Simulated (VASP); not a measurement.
Wanted: the native input for a VASP 6.6.1 run.

```yaml
Task: single point
Functional: LDA
Potentials_or_basis: VASP PAW LDA potentials, release 64 (Si, Mo_sv)
Cutoff: 520 eV
k_mesh: 13 × 13 × 13
Occupations: methfessel-paxton, width 0.15 eV
Spin: no spin polarisation
Dipole_correction: no
Further_INCAR_settings: ALGO = Normal; EDIFF = 1e-06; NBANDS = 18
```

The structure of Si2Mo lies in POSCAR:

```
Si2Mo
1.0
   -1.6210550461      1.6210550461      3.9822230367
    1.6210550461     -1.6210550461      3.9822230367
    1.6210550461      1.6210550461     -3.9822230367
Si Mo
2 1
Direct
    0.3330000000      0.3330000000      0.0000000000
    0.6670000000      0.6670000000      0.0000000000
    0.0000000000      0.0000000000      0.0000000000
```

The input as run:

INCAR

```
SYSTEM = Si2Mo
PREC = Accurate
ENCUT = 520
EDIFF = 1E-6
ISMEAR = 1
SIGMA = 0.15
LREAL = .False.
LASPH = .True.
NELM = 80
ALGO = Normal
ISIF = 2
LWAVE = .False.
LCHARG = .False.
GGA = CA
NBANDS = 18
```

KPOINTS

```
Automatic mesh
0
Gamma
  13 13 13
  0 0 0
```

Potentials or basis: VASP PAW LDA potentials, release 64 (Si, Mo_sv).

Run with:

```sh
$ cat potpaw_LDA.64/Si/POTCAR potpaw_LDA.64/Mo_sv/POTCAR > POTCAR
$ mpirun -np 1 vasp_std > vasp.out
```

It gave:

```yaml
Pressure: -12.9 GPa
Largest_force: 0.429 eV/Å
Band_gap_on_the_k_mesh: zero (band 11 reaches 12.10 eV, above the bottom of band 12 at 11.16 eV)
```

Wall time 2.7 min on 1 thread of Intel(R) Xeon(R) 6975P-C (Granite Rapids), with other jobs on the host, peak memory 0.27 GiB.
